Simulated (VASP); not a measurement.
Set up this calculation in VASP 6.6.1, as the native input.

- Task: single point
- Functional: PBEsol
- Potentials or basis: VASP PAW PBE potentials, release 64 (Ti_sv)
- Cutoff: 520 eV
- k mesh: 15 × 15 × 15
- Occupations: fermi-dirac, width 0.1 eV
- Spin: no spin polarisation
- Dipole correction: no
- Further INCAR settings: ALGO = Normal; EDIFF = 1e-06; NBANDS = 12

The structure of Ti lies in POSCAR:

```
Ti
1.0
   -1.5852988739      1.5852988739      1.5852988739
    1.5852988739     -1.5852988739      1.5852988739
    1.5852988739      1.5852988739     -1.5852988739
Ti
1
Direct
    0.0000000000      0.0000000000      0.0000000000
```

This cell differs from its parent crystal: volume scaled by 0.96.

The input as run:

INCAR

```
PREC     = Accurate       # precision mode
ENCUT    = 520            # plane-wave cutoff, eV
EDIFF    = 1E-6           # SCF threshold, eV
ISMEAR   = -1             # smearing method
SIGMA    = 0.1            # smearing width, eV
LREAL    = False          # projectors in reciprocal space
LASPH    = True           # aspherical terms in the spheres
NELM     = 80             # most SCF steps
ALGO     = Normal         # electronic algorithm
ISIF     = 2              # what is computed and relaxed
LWAVE    = False          # write WAVECAR
LCHARG   = False          # write CHGCAR
GGA      = PS             # functional
NBANDS   = 12             # bands
```

KPOINTS

```
Automatic mesh
0
Gamma
  15 15 15
```

Potentials or basis: VASP PAW PBE potentials, release 64 (Ti_sv).

Launch:

```bash
$ cat potpaw_PBE.64/Ti_sv/POTCAR > POTCAR
$ mpirun -np 1 vasp_std > vasp.out
```

Results of the run:

| Quantity | Value |
| --- | --- |
| Pressure | 4.5 GPa |
| Band gap on the k mesh | zero (band 6 reaches 9.94 eV, above the bottom of band 7 at 8.15 eV) |

Caveat: the PAW data sets were made with another functional, which shifts forces and pressure a little.

Run time: 23 s on 1 thread of Intel Xeon 8259CL, on a shared host, peak memory 0.14 GiB.
